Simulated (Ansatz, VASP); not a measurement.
## One calculation of ZrTlF6, two programs

```
Zr Tl F
1.0
     0.00000    4.44620    4.44620
     4.44620    0.00000    4.44620
     4.44620    4.44620    0.00000
Zr Tl F
1 1 6
Direct
  0.00000 0.00000 0.00000
  0.50000 0.50000 0.50000
  0.77229 0.22771 0.22771
  0.22771 0.77229 0.77229
  0.22771 0.77229 0.22771
  0.77229 0.22771 0.77229
  0.22771 0.22771 0.77229
  0.77229 0.77229 0.22771
```

Alike in both runs: functional PBE; k mesh 8 × 8 × 8; occupations gaussian, width 0.1 eV; no spin polarisation.

Ansatz relaxed the structure, and its values are those at the end. VASP's run is a single point on that final structure, the one shown.

|  | VASP | Ansatz |
| --- | --- | --- |
| version | VASP 6.6.1 | Ansatz 0.2.0 |
| potentials or method | VASP PAW PBE potentials, release 64 (Zr_sv, Tl_d, F), cutoff 520 eV | scalar-relativistic, plane waves, PAW |
| valence electrons in the cell | 67 | 67 |

Ansatz gave:

| Quantity | Value |
| --- | --- |
| gap on the k mesh at the Fermi level (eV) | none |
| pressure (GPa) | 0.0 |
| rms of the force components (eV/Å) | 0.000 |

Task: What did VASP give for the same quantities?

Result: gap on the k mesh at the Fermi level (eV): none; pressure (GPa): 0.0; rms of the force components (eV/Å): 0.033.

A gap of «none» marks a metal or a gap that the smearing closes. Ansatz's warnings: xc potential rough in thin density.

Spin-orbit coupling is off throughout.
